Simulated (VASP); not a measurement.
# Cd (P6_3/mmc) in VASP: single point with r2SCAN

Aim: the single point of Cd with r2SCAN.

All numbers are computed with VASP 6.6.1; they aren't measurements. Logs are shortened: lines on timing, memory, paths and dates and some standing lists are left out, and cuts for length are marked.

### 1 The cell of the first run

It takes space group P6_3/mmc (No. 194, hexagonal). The conventional cell has a = 2.962 Å, b = 2.962 Å, c = 5.797 Å, α = 90.00°, β = 90.00°, γ = 120.00°. Cd (site symmetry -6m2) has 12 Cd at 2.96 to 3.37 Å within 3.9 Å.

### 2 Single point, r2SCAN

File POSCAR:

```
Cd
1.0
    2.9617846661      0.0000000000      0.0000000000
   -1.4808923330      2.5649807614      0.0000000000
    0.0000000000      0.0000000000      5.7970223478
Cd
2
Direct
    0.3333333333      0.6666666667      0.2500000000
    0.6666666667      0.3333333333      0.7500000000
```

File INCAR.step1:

```
SYSTEM = Cd
ALGO = Normal ; EDIFF = 1E-4
ENCUT = 520 ; GGA = PE
ISMEAR = 0 ; LASPH = .TRUE.
LCHARG = .FALSE. ; LREAL = .FALSE.
LWAVE = .TRUE. ; NBANDS = 19
NELM = 100 ; PREC = Accurate
SIGMA = 0.1
```

File INCAR.step2:

```
SYSTEM = Cd
ALGO = Normal ; EDIFF = 1E-7
ENCUT = 520 ; ISIF = 2
ISMEAR = 0 ; ISTART = 1
LASPH = .TRUE. ; LCHARG = .FALSE.
LMIXTAU = .TRUE. ; LREAL = .FALSE.
LWAVE = .FALSE. ; METAGGA = R2SCAN
NBANDS = 19 ; NELM = 100
PREC = Accurate ; SIGMA = 0.1
```

File KPOINTS:

```
k-points
0
G
  18 18 8
  0 0 0
```

Potentials or basis: VASP PAW PBE potentials, release 64 (Cd).

Command:

```
cat potpaw_PBE.64/Cd/POTCAR > POTCAR
cp INCAR.step1 INCAR
mpirun -np 1 vasp_std > vasp.out
cp INCAR.step2 INCAR
mpirun -np 1 vasp_std > vasp.out
```

OUTCAR:

```text
SYSTEM = Cd
   EDIFF = 1E-7
   ENCUT = 520
   ISIF = 2
   ISMEAR = 0
   ISTART = 1
   LASPH = .TRUE.
   LREAL = .FALSE.
   METAGGA = R2SCAN
   NELM = 100
   PREC = Accurate

 ion  position               nearest neighbor table
   1  0.333  0.667  0.250-   2 3.37   2 3.37   2 3.37   2 3.37   2 3.37   2 3.37
   2  0.667  0.333  0.750-   1 3.37   1 3.37   1 3.37   1 3.37   1 3.37   1 3.37

  LATTYP: Found a hexagonal cell.
 ALAT       =     2.9617846661
 C/A-ratio  =     1.9572734015

  Lattice vectors:

 A1 = (   2.9617846661,   0.0000000000,   0.0000000000)
 A2 = (  -1.4808923330,   2.5649807614,   0.0000000000)
 A3 = (   0.0000000000,   0.0000000000,   5.7970223478)

Analysis of symmetry for initial positions (statically):
=====================================================================
 Subroutine PRICEL returns:
 Original cell was already a primitive cell.

 Routine SETGRP: Setting up the symmetry group for a
 hexagonal supercell.

 Subroutine GETGRP returns: Found 24 space group operations
 (whereof 12 operations were pure point group operations)
 out of a pool of 24 trial point group operations.

The static configuration has the point symmetry D_3d.
 The point group associated with its full space group is D_6h.

Analysis of symmetry for dynamics (positions and initial velocities):
=====================================================================
 Subroutine PRICEL returns:
 Original cell was already a primitive cell.

 Routine SETGRP: Setting up the symmetry group for a
 hexagonal supercell.

 Subroutine GETGRP returns: Found 24 space group operations
 (whereof 12 operations were pure point group operations)
 out of a pool of 24 trial point group operations.

The dynamic configuration has the point symmetry D_3d.
 The point group associated with its full space group is D_6h.

 Subroutine INISYM returns: Found 24 space group operations
 (whereof 12 operations are pure point group operations),
 and found     1 'primitive' translations

----------------------------------------------------------------------------------------

                                     Primitive cell

  volume of cell :      44.0395

  direct lattice vectors                    reciprocal lattice vectors
     2.961784666  0.000000000  0.000000000     0.337634269  0.194933236  0.000000000
    -1.480892333  2.564980761  0.000000000     0.000000000  0.389866472  0.000000000
     0.000000000  0.000000000  5.797022348     0.000000000  0.000000000  0.172502354

  length of vectors
     2.961784666  2.961784666  5.797022348     0.389866472  0.389866472  0.172502354

  position of ions in fractional coordinates (direct lattice)
     0.333333333  0.666666667  0.250000000
     0.666666667  0.333333333  0.750000000

  ion indices of the primitive-cell ions
   primitive index   ion index
                 1           1
                 2           2

----------------------------------------------------------------------------------------

 KPOINTS: k-points

Automatic generation of k-mesh.
 Grid dimensions read from file:
 generate k-points for:   18   18    8

 Generating k-lattice:

  Cartesian coordinates                     Fractional coordinates (reciprocal lattice)
     0.018757459  0.010829624  0.000000000     0.055555556  0.000000000  0.000000000
     0.000000000  0.021659248  0.000000000     0.000000000  0.055555556  0.000000000
     0.000000000  0.000000000  0.021562794     0.000000000  0.000000000  0.125000000

  Length of vectors
     0.021659248  0.021659248  0.021562794

  Shift w.r.t. Gamma in fractional coordinates (k-lattice)
     0.000000000  0.000000000  0.000000000

 Subroutine IBZKPT returns following result:
 ===========================================

 Found    185 irreducible k-points:

 Following reciprocal coordinates:
            Coordinates               Weight
  0.000000  0.000000  0.000000      1.000000
  0.055556 -0.000000  0.000000      6.000000
  0.111111 -0.000000  0.000000      6.000000
  0.166667  0.000000  0.000000      6.000000
  0.222222  0.000000  0.000000      6.000000
  0.277778  0.000000  0.000000      6.000000
[... 16 lines left out ...]
  0.333333  0.111111  0.000000     12.000000
  0.388889  0.111111  0.000000     12.000000
 [... further k-points ...]
   k-points           NKPTS =    185   k-points in BZ     NKDIM =    185   number of bands    NBANDS=     19
   number of dos      NEDOS =    301   number of ions     NIONS =      2
   total plane-waves  NPLWV =  27648
   dimension x,y,z NGX =    24 NGY =   24 NGZ =   48
   dimension x,y,z NGXF=    48 NGYF=   48 NGZF=   96
   ions per type =               2
   NGX,Y,Z   is equivalent  to a cutoff of  13.47, 13.47, 13.77 a.u.
   NGXF,Y,Z  is equivalent  to a cutoff of  26.94, 26.94, 27.53 a.u.
 SYSTEM =  Cd
   PREC   = accura    normal or accurate (medium, high low for compatibility)
   ISTART =      1    job   : 0-new  1-cont  2-samecut
   ICHARG =      0    charge: 1-file 2-atom 10-const
   ISPIN  =      1    spin polarized calculation?
   LNONCOLLINEAR =      F non collinear calculations
   LSORBIT =      F    spin-orbit coupling
   LASPH  =      T    aspherical Exc in radial PAW
   ENCUT  =  520.0 eV  38.22 Ry    6.18 a.u.   5.51  5.51 10.78*2*pi/ulx,y,z
   NELM   =    100;   NELMIN=  2; NELMDL=  0     # of ELM steps
   EDIFF  = 0.1E-06   stopping-criterion for ELM
   LREAL  =      F    real-space projection
   EDIFFG = 0.1E-05   stopping-criterion for IOM
   NSW    =      0    number of steps for IOM
   IBRION =     -1    ionic relax: 0-MD 1-quasi-New 2-CG
   NFREE  =      0    steps in history (QN), initial steepest desc. (CG)
   ISIF   =      2    stress and relaxation
   ISYM   =      2    0-nonsym 1-usesym 2-fastsym
   POTIM  = 0.5000    time-step for ionic-motion
   TEBEG  =    0.0;   TEEND  =   0.0 temperature during run
   PSTRESS=    0.0 pullay stress
   NELECT =      24.0000    total number of electrons
   NUPDOWN=      -1.0000    fix difference up-down
   EMIN   =  10.00;   EMAX   =-10.00  energy-range for DOS
   EFERMI =   0.00;   METHOD = LEGACY
   ISMEAR =     0;   SIGMA  =   0.10  broadening in eV -4-tet -1-fermi 0-gaus
   EFERMI_NEDOS =   21; number of points for ismear=-14 and -15
   IALGO  =     38    algorithm
   IMIX   =      4    mixing-type and parameters
     AMIX     =   0.40;   BMIX     =  1.00
     AMIX_MAG =   1.60;   BMIX_MAG =  1.00
  volume/ion in A,a.u.               =      22.02       148.60
  Fermi-wavevector in a.u.,A,eV,Ry     =   1.337204  2.526949 24.328781  1.788115
  Thomas-Fermi vector in A             =   2.465771
   LORBIT       =      0    0 simple, 1 ext, 2 COOP (PROOUT), +10 PAW based schemes
   METAGGA = R2SCAN    functional components
   LHFCALC =     F    Hartree Fock is set to
   AEXX    =    0.0000 exact exchange contribution
   IVDW    =     0    specifies the selected vdW correction
   LEPSILON=     F    determine dielectric tensor
   LRPA    =     F    only Hartree local field effects (RPA)
 non-spin polarized calculation
 Gauss-broadening in eV      SIGMA  =   0.10
  energy-cutoff  :      520.00
  volume of cell :       44.04
 maximum number of plane-waves:      1216
 NGX is ok and might be reduce to    24
   NGX = 11   NGY = 11   NGZ = 21

 number of electron      23.9999991 magnetization

 Free energy of the ion-electron system (eV)
  ---------------------------------------------------
  ext. energy  EPLUGINS =         0.00000000
  ---------------------------------------------------
  free energy    TOTEN  =       -40.20241340 eV

  energy without entropy =      -40.20061104  energy(sigma->0) =      -40.20151222

 E-fermi :   2.8178     XC(G=0): -11.6728

 val. band max:        2.8088481511   @ k =   0.2222   0.0556   0.1250
 cond. band min:       2.8425881759   @ k =   0.1111  -0.0000   0.2500
 fundamental gap:      0.0337400248
 Fermi energy:         2.8178085854

 k-point     1 :       0.0000    0.0000    0.0000
  band No.  band energies     occupation
      1      -7.5622      2.00000
      2      -7.3439      2.00000
      3      -6.8786      2.00000
      4      -6.8786      2.00000
      5      -6.8375      2.00000
      6      -6.8375      2.00000
[... 11 lines left out ...]
     18      18.9062      0.00000
     19      19.3087      0.00000

 k-point     2 :       0.0556   -0.0000    0.0000
  band No.  band energies     occupation
      1      -7.5266      2.00000
      2      -7.3089      2.00000
      3      -6.8924      2.00000
      4      -6.8504      2.00000
      5      -6.8481      2.00000
      6      -6.8079      2.00000
[... 11 lines left out ...]
     18      18.1200      0.00000
     19      19.7173      0.00000

 k-point     3 :       0.1111   -0.0000    0.0000
  band No.  band energies     occupation
      1      -7.4348      2.00000
      2      -7.2273      2.00000
      3      -6.9278      2.00000
      4      -6.8765      2.00000
      5      -6.7597      2.00000
      6      -6.7218      2.00000
[... 11 lines left out ...]
     18      17.6465      0.00000
     19      19.5075      0.00000

 k-point     4 :       0.1667    0.0000    0.0000
  band No.  band energies     occupation
      1      -7.3512      2.00000
      2      -7.1530      2.00000
      3      -6.9734      2.00000
      4      -6.8494      2.00000
      5      -6.6214      2.00000
      6      -6.5875      2.00000
[... 11 lines left out ...]
     18      17.2633      0.00000
     19      17.5830      0.00000

 k-point     5 :       0.2222    0.0000    0.0000
  band No.  band energies     occupation
      1      -7.3673      2.00000
      2      -7.1708      2.00000
      3      -6.9206      2.00000
      4      -6.7324      2.00000
      5      -6.7318      2.00000
      6      -6.5073      2.00000
[... 11 lines left out ...]
     18      15.8975      0.00000
     19      16.9966      0.00000
[... 334 lines left out ...]
      2      -7.1447      2.00000
      3      -6.9191      2.00000
      4      -6.8756      2.00000
      5      -6.6959      2.00000
      6      -6.6834      2.00000
[... 11 lines left out ...]
     18      15.6141      0.00000
     19      15.7835      0.00000

 k-point    22 :       0.2778    0.1111    0.0000
  band No.  band energies     occupation
      1      -7.4154      2.00000
      2      -7.2397      2.00000
      3      -7.0597      2.00000
      4      -6.7608      2.00000
      5      -6.7231      2.00000
      6      -6.5245      2.00000
[... 11 lines left out ...]
     18      14.9906      0.00000
     19      15.7575      0.00000

 k-point    23 :       0.3333    0.1111    0.0000
  band No.  band energies     occupation
      1      -7.4955      2.00000
      2      -7.3183      2.00000
      3      -7.1660      2.00000
      4      -6.8105      2.00000
      5      -6.6026      2.00000
      6      -6.5815      2.00000
[... 11 lines left out ...]
     18      14.5050      0.00000
     19      15.4478      0.00000

 k-point    24 :       0.3889    0.1111    0.0000
  band No.  band energies     occupation
      1      -7.5480      2.00000
      2      -7.3698      2.00000
      3      -7.2318      2.00000
      4      -6.8414      2.00000
      5      -6.6196      2.00000
      6      -6.5267      2.00000
[... 11 lines left out ...]
     18      14.1972      0.00000
     19      15.2455      0.00000

 [... further k-points ...]
[... 5 lines left out ...]
  --------------------------------------------------------------------------------------
  -------------------------------------------------------------------------------------
  Total        0.1202138      0.1202138      0.0583099      0.0000000      0.0000000     -0.0000000
  in kB        4.3734316      4.3734316      2.1213413      0.0000000      0.0000000     -0.0000000
  external PRESSURE =       3.6227348 kB  Pullay stress =       0.0000000 kB

 VOLUME and BASIS-vectors are now :
 -----------------------------------------------------------------------------
  energy-cutoff  :      520.00
  volume of cell :       44.04
      direct lattice vectors                 reciprocal lattice vectors
     2.961784666  0.000000000  0.000000000     0.337634269  0.194933236  0.000000000
    -1.480892333  2.564980761  0.000000000     0.000000000  0.389866472  0.000000000
     0.000000000  0.000000000  5.797022348     0.000000000  0.000000000  0.172502354

 POSITION                                       TOTAL-FORCE (eV/Angst)
 -----------------------------------------------------------------------------------
     -0.00000      1.70999      1.44926         0.000000      0.000000     -0.000000
      1.48089      0.85499      4.34777         0.000000     -0.000000      0.000000
 -----------------------------------------------------------------------------------
    total drift:                               -0.000000      0.000000      0.000000

  FREE ENERGIE OF THE ION-ELECTRON SYSTEM (eV)
  ---------------------------------------------------
  free  energy   TOTEN  =       -40.2024134017 eV

  energy  without entropy=      -40.2006110395  energy(sigma->0) =      -40.20151222
```

It took 7.5 min on 1 thread of AMD EPYC 7R13 (Zen 3), shared host; peak memory 0.23 GiB.

Results:

```yaml
Free_energy: -40.2024 eV
Pressure: 0.4 GPa
Band_gap_on_the_k_mesh: zero (band 12 reaches 4.48 eV, above the bottom of band 13 at -0.30 eV)
```

Caveat: the PAW data sets were made with another functional, which shifts forces and pressure a little.
